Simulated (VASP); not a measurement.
Runs of VASP 6.6.1 on ScIr. The structure is that of space group Pm-3m (No. 221), or close to it. The cells are those of the table. 

```csv
task,cell,gap on the mesh (eV),pressure (GPa)
relaxation of cell and atoms,"relaxed to 8 GPa from a = 3.206 Å, 2 atoms",0.20,7.8
relaxation of cell and atoms,"relaxed to 4 GPa from a = 3.206 Å, 2 atoms",0.26,3.9
single point,"a = 3.122 Å, 2 atoms",(a),(b)
relaxation of cell and atoms,"relaxed from a = 3.206 Å, 2 atoms",0.33,-0.1
relaxation of cell and atoms,"relaxed to 6 GPa from a = 3.206 Å, 2 atoms",0.23,5.9
```

Alike in all rows: level LDA; potentials or basis VASP PAW LDA potentials, release 64 (Sc_sv, Ir); no spin polarisation; k mesh 9 × 9 × 9; cutoff (eV) 500; smearing fermi-dirac 0.1 eV.

Fill in the values left out.

(a) 0.18; (b) 9.2.

Caveats: spin-orbit coupling is left out, which moves the levels of the heavy elements; the cell is relaxed towards a set pressure, so the enthalpy falls and the energy may rise (some runs).

A k mesh can miss the band edges, and the runs leave out spin-orbit coupling on Ir.
